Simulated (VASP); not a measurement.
# C (C2/m) in VASP: further runs

The runs below take C through single point, with PBE+D3(BJ).

Everything below comes from runs of VASP 6.6.1. Logs are shortened: lines on timing, memory, paths and dates and some standing lists are left out, and cuts for length are marked.

## (1) The cell of the first run

Symmetry: C2/m, No. 12, monoclinic system. The conventional cell has a = 4.269 Å, b = 2.465 Å, c = 3.650 Å, α = 90.00°, β = 112.95°, γ = 90.00°. C (site symmetry m) has 3 C at 1.37 to 1.55 Å within 1.8 Å.

## (2) Single point, PBE+D3(BJ) (atoms displaced along a vibrational mode)

Input file INCAR:

```
SYSTEM = C
PREC = Accurate
ENCUT = 520
EDIFF = 1E-7
ISMEAR = 0
SIGMA = 0.05
LREAL = .False.
LASPH = .True.
NELM = 80
ALGO = Normal
ISIF = 2
LWAVE = .False.
LCHARG = .False.
GGA = PE
IVDW = 12
NBANDS = 11
```

Input file KPOINTS:

```
regular mesh
0
Gamma
  15 15 15
  0 0 0
```

Input file POSCAR:

```
C
1.0
    1.2324984681      0.7115833223      3.3613878357
   -1.2324984681      0.7115833223      3.3613878357
    0.0000000000     -1.4231666447      3.3613878357
C
2
Direct
    0.1877192454      0.1877192454      0.1455597413
    0.8122807546      0.8122807546      0.8544402587
```

Potentials or basis: VASP PAW PBE potentials, release 64 (C).

Launch:

```bash
> cat potpaw_PBE.64/C/POTCAR > POTCAR
> mpirun -np 1 vasp_std > vasp.out
```

OUTCAR:

```text
SYSTEM = C
   PREC = Accurate
   ENCUT = 520
   EDIFF = 1E-7
   ISMEAR = 0
   LREAL = .False.
   LASPH = .True.
   NELM = 80
   ISIF = 2
   GGA = PE
   IVDW = 12
 IVDW          = 12

 ion  position               nearest neighbor table
   1  0.188  0.188  0.146-   2 1.37   2 1.37   2 1.55
   2  0.812  0.812  0.854-   1 1.37   1 1.37   1 1.55

  LATTYP: Found a trigonal (rhomboedric) cell.
 ALAT       =     3.6502508791
 COS(alpha) =     0.7719881893

  Lattice vectors:

 A1 = (   1.2324984681,   0.7115833223,   3.3613878357)
 A2 = (  -1.2324984681,   0.7115833223,   3.3613878357)
 A3 = (   0.0000000000,  -1.4231666447,   3.3613878357)

Analysis of symmetry for initial positions (statically):
=====================================================================
 Subroutine PRICEL returns:
 Original cell was already a primitive cell.

 Routine SETGRP: Setting up the symmetry group for a
 trigonal (rhombohedral) supercell.

 Subroutine GETGRP returns: Found  4 space group operations
 (whereof  4 operations were pure point group operations)
 out of a pool of 12 trial point group operations.

The static configuration has the point symmetry C_2h.

Analysis of symmetry for dynamics (positions and initial velocities):
=====================================================================
 Subroutine PRICEL returns:
 Original cell was already a primitive cell.

 Routine SETGRP: Setting up the symmetry group for a
 trigonal (rhombohedral) supercell.

 Subroutine GETGRP returns: Found  4 space group operations
 (whereof  4 operations were pure point group operations)
 out of a pool of 12 trial point group operations.

The dynamic configuration has the point symmetry C_2h.

 Subroutine INISYM returns: Found  4 space group operations
 (whereof  4 operations are pure point group operations),
 and found     1 'primitive' translations

----------------------------------------------------------------------------------------

                                     Primitive cell

  volume of cell :      17.6881

  direct lattice vectors                    reciprocal lattice vectors
     1.232498468  0.711583322  3.361387836     0.405680017  0.234219467  0.099165389
    -1.232498468  0.711583322  3.361387836    -0.405680017  0.234219467  0.099165389
     0.000000000 -1.423166645  3.361387836     0.000000000 -0.468438935  0.099165389

  length of vectors
     3.650250879  3.650250879  3.650250879     0.478820227  0.478820227  0.478820227

  position of ions in fractional coordinates (direct lattice)
     0.187719245  0.187719245  0.145559741
     0.812280755  0.812280755  0.854440259

  ion indices of the primitive-cell ions
   primitive index   ion index
                 1           1
                 2           2

----------------------------------------------------------------------------------------

 KPOINTS: regular mesh

Automatic generation of k-mesh.
 Grid dimensions read from file:
 generate k-points for:   15   15   15

 Generating k-lattice:

  Cartesian coordinates                     Fractional coordinates (reciprocal lattice)
     0.027045334  0.015614631  0.006611026     0.066666667  0.000000000  0.000000000
    -0.027045334  0.015614631  0.006611026     0.000000000  0.066666667  0.000000000
     0.000000000 -0.031229262  0.006611026     0.000000000  0.000000000  0.066666667

  Length of vectors
     0.031921348  0.031921348  0.031921348

  Shift w.r.t. Gamma in fractional coordinates (k-lattice)
     0.000000000  0.000000000  0.000000000

 Subroutine IBZKPT returns following result:
 ===========================================

 Found    904 irreducible k-points:

 Following reciprocal coordinates:
            Coordinates               Weight
  0.000000  0.000000  0.000000      1.000000
  0.066667 -0.000000  0.000000      4.000000
  0.000000  0.000000  0.066667      2.000000
  0.133333  0.000000  0.000000      4.000000
  0.000000  0.000000  0.133333      2.000000
  0.200000  0.000000 -0.000000      4.000000
[... 16 lines left out ...]
  0.066667  0.000000  0.200000      4.000000
  0.266667  0.066667  0.000000      4.000000
 [... further k-points ...]
   k-points           NKPTS =    904   k-points in BZ     NKDIM =    904   number of bands    NBANDS=     11
   number of dos      NEDOS =    301   number of ions     NIONS =      2
   total plane-waves  NPLWV =  21952
   dimension x,y,z NGX =    28 NGY =   28 NGZ =   28
   dimension x,y,z NGXF=    56 NGYF=   56 NGZF=   56
   ions per type =               2
   NGX,Y,Z   is equivalent  to a cutoff of  12.75, 12.75, 12.75 a.u.
   NGXF,Y,Z  is equivalent  to a cutoff of  25.50, 25.50, 25.50 a.u.
 SYSTEM =  C
   PREC   = accura    normal or accurate (medium, high low for compatibility)
   ISTART =      0    job   : 0-new  1-cont  2-samecut
   ICHARG =      2    charge: 1-file 2-atom 10-const
   ISPIN  =      1    spin polarized calculation?
   LNONCOLLINEAR =      F non collinear calculations
   LSORBIT =      F    spin-orbit coupling
   LASPH  =      T    aspherical Exc in radial PAW
   ENCUT  =  520.0 eV  38.22 Ry    6.18 a.u.   6.79  6.79  6.79*2*pi/ulx,y,z
   NELM   =     80;   NELMIN=  2; NELMDL= -5     # of ELM steps
   EDIFF  = 0.1E-06   stopping-criterion for ELM
   LREAL  =      F    real-space projection
   EDIFFG = 0.1E-05   stopping-criterion for IOM
   NSW    =      0    number of steps for IOM
   IBRION =     -1    ionic relax: 0-MD 1-quasi-New 2-CG
   NFREE  =      0    steps in history (QN), initial steepest desc. (CG)
   ISIF   =      2    stress and relaxation
   ISYM   =      2    0-nonsym 1-usesym 2-fastsym
   POTIM  = 0.5000    time-step for ionic-motion
   TEBEG  =    0.0;   TEEND  =   0.0 temperature during run
   PSTRESS=    0.0 pullay stress
   NELECT =       8.0000    total number of electrons
   NUPDOWN=      -1.0000    fix difference up-down
   EMIN   =  10.00;   EMAX   =-10.00  energy-range for DOS
   EFERMI =   0.00;   METHOD = LEGACY
   ISMEAR =     0;   SIGMA  =   0.05  broadening in eV -4-tet -1-fermi 0-gaus
   EFERMI_NEDOS =   21; number of points for ismear=-14 and -15
   IALGO  =     38    algorithm
   IMIX   =      4    mixing-type and parameters
     AMIX     =   0.40;   BMIX     =  1.00
     AMIX_MAG =   1.60;   BMIX_MAG =  1.00
  volume/ion in A,a.u.               =       8.84        59.68
  Fermi-wavevector in a.u.,A,eV,Ry     =   1.256640  2.374705 21.485554  1.579144
  Thomas-Fermi vector in A             =   2.390338
   LORBIT       =      0    0 simple, 1 ext, 2 COOP (PROOUT), +10 PAW based schemes
   GGA     = PE    functional components
   LHFCALC =     F    Hartree Fock is set to
   AEXX    =    0.0000 exact exchange contribution
   IVDW    =    12    specifies the selected vdW correction
   LEPSILON=     F    determine dielectric tensor
   LRPA    =     F    only Hartree local field effects (RPA)
 non-spin polarized calculation
 Gauss-broadening in eV      SIGMA  =   0.05
  energy-cutoff  :      520.00
  volume of cell :       17.69
 maximum number of plane-waves:       490
   NGX = 13   NGY = 13   NGZ = 13

 number of electron       8.0000000 magnetization

 Free energy of the ion-electron system (eV)
  ---------------------------------------------------
  ext. energy  EPLUGINS =         0.00000000
  ---------------------------------------------------
  free energy    TOTEN  =       -17.91992331 eV

  energy without entropy =      -17.91992331  energy(sigma->0) =      -17.91992331

 E-fermi :   4.4968     XC(G=0): -10.3329

 val. band max:        4.2988322423   @ k =  -0.2000   0.4000   0.0667
 cond. band min:       4.8799862474   @ k =   0.4667   0.0667  -0.2667
 fundamental gap:      0.5811540051
 Fermi energy:         4.4968472236

 k-point     1 :       0.0000    0.0000    0.0000
  band No.  band energies     occupation
      1     -14.9675      2.00000
      2      -1.8742      2.00000
      3       0.1075      2.00000
      4       3.7067      2.00000
      5       8.4915      0.00000
      6      10.7197      0.00000
      7      15.4056      0.00000
      8      16.4590      0.00000
      9      17.2849      0.00000
     10      27.2981      0.00000
     11      29.8339      0.00000

 k-point     2 :       0.0667   -0.0000    0.0000
  band No.  band energies     occupation
      1     -14.8613      2.00000
      2      -1.7681      2.00000
      3      -0.1903      2.00000
      4       3.3430      2.00000
      5       8.6200      0.00000
      6      11.0315      0.00000
      7      15.5628      0.00000
      8      16.0796      0.00000
      9      17.5110      0.00000
     10      27.5936      0.00000
     11      29.1612      0.00000

 k-point     3 :       0.0000    0.0000    0.0667
  band No.  band energies     occupation
      1     -14.8590      2.00000
      2      -1.7745      2.00000
      3      -0.0369      2.00000
      4       3.0801      2.00000
      5       8.6150      0.00000
      6      11.0734      0.00000
      7      15.7705      0.00000
      8      16.1548      0.00000
      9      17.4042      0.00000
     10      27.5653      0.00000
     11      28.7183      0.00000

 k-point     4 :       0.1333    0.0000    0.0000
  band No.  band energies     occupation
      1     -14.5433      2.00000
      2      -1.4797      2.00000
      3      -0.9864      2.00000
      4       2.4659      2.00000
      5       8.9977      0.00000
      6      11.6661      0.00000
      7      15.0133      0.00000
      8      16.1236      0.00000
      9      18.2118      0.00000
     10      27.0924      0.00000
     11      28.6733      0.00000
[... 239 lines left out ...]
 k-point    22 :      -0.2000    0.0000   -0.0667
  band No.  band energies     occupation
      1     -14.2199      2.00000
      2      -1.9216      2.00000
      3      -1.1452      2.00000
      4       1.9158      2.00000
      5       9.5469      0.00000
      6      12.2303      0.00000
      7      14.0457      0.00000
      8      16.2947      0.00000
      9      19.0439      0.00000
     10      25.8323      0.00000
     11      28.3211      0.00000

 k-point    23 :       0.0667    0.0000    0.2000
  band No.  band energies     occupation
      1     -14.2020      2.00000
      2      -1.2896      2.00000
      3      -0.9425      2.00000
      4       0.6237      2.00000
      5       9.5945      0.00000
      6      12.1458      0.00000
      7      14.4977      0.00000
      8      17.0213      0.00000
      9      18.8582      0.00000
     10      24.8409      0.00000
     11      28.0192      0.00000

 k-point    24 :       0.2667    0.0667    0.0000
  band No.  band energies     occupation
      1     -13.5751      2.00000
      2      -2.8815      2.00000
      3      -0.6183      2.00000
      4       0.4189      2.00000
      5      10.0424      0.00000
      6      12.5208      0.00000
      7      13.1724      0.00000
      8      17.5558      0.00000
      9      20.3544      0.00000
     10      23.3103      0.00000
     11      27.6447      0.00000

 [... further k-points ...]

------------------------ aborting loop because EDIFF is reached ----------------------------------------

 Edisp (eV)   -0.31278

 E8    (eV) :    -0.0886

  FORCE on cell =-STRESS in cart. coord.  units (eV):
  Direction    XX          YY          ZZ          XY          YZ          ZX
  --------------------------------------------------------------------------------------
  -------------------------------------------------------------------------------------
  Total       2.05657    -0.20529    -0.29651     0.00000    -0.75278     0.00000
  in kB     186.28286   -18.59485   -26.85753     0.00000   -68.18624     0.00000
  external pressure =       46.94 kB  Pullay stress =        0.00 kB

 VOLUME and BASIS-vectors are now :
 -----------------------------------------------------------------------------
  energy-cutoff  :      520.00
  volume of cell :       17.69
      direct lattice vectors                 reciprocal lattice vectors
     1.232498468  0.711583322  3.361387836     0.405680017  0.234219467  0.099165389
    -1.232498468  0.711583322  3.361387836    -0.405680017  0.234219467  0.099165389
     0.000000000 -1.423166645  3.361387836     0.000000000 -0.468438935  0.099165389

 POSITION                                       TOTAL-FORCE (eV/Angst)
 -----------------------------------------------------------------------------------
      0.00000      0.06000      1.75128         0.000000     -5.280939     -2.168164
      0.00000     -0.06000      8.33289         0.000000      5.280939      2.168164
 -----------------------------------------------------------------------------------
    total drift:                                0.000000     -0.000000     -0.000000

  FREE ENERGIE OF THE ION-ELECTRON SYSTEM (eV)
  ---------------------------------------------------
  free  energy   TOTEN  =       -18.2327025049 eV

  energy  without entropy=      -18.2327025049  energy(sigma->0) =      -18.23270250
```

Run time: 6.4 min. Hardware: 1 thread of Intel Xeon 8259CL, shared host; peak memory 0.28 GiB.

Results:

* Free energy: -18.2327 eV
* Pressure: 4.7 GPa
* Largest force: 5.709 eV/Å
* Dispersion energy per atom: -0.156 eV

Forces on the atoms (eV/Å):
```
C    0.000 -5.281 -2.168
C    0.000  5.281  2.168
```

Caveat: the cell differs from its parent crystal (atoms displaced along a vibrational mode); the cell stands under pressure; forces of over 1 eV/Å act on the atoms, so gaps and moduli don't describe the material at rest.

[end of part 1 of 2]
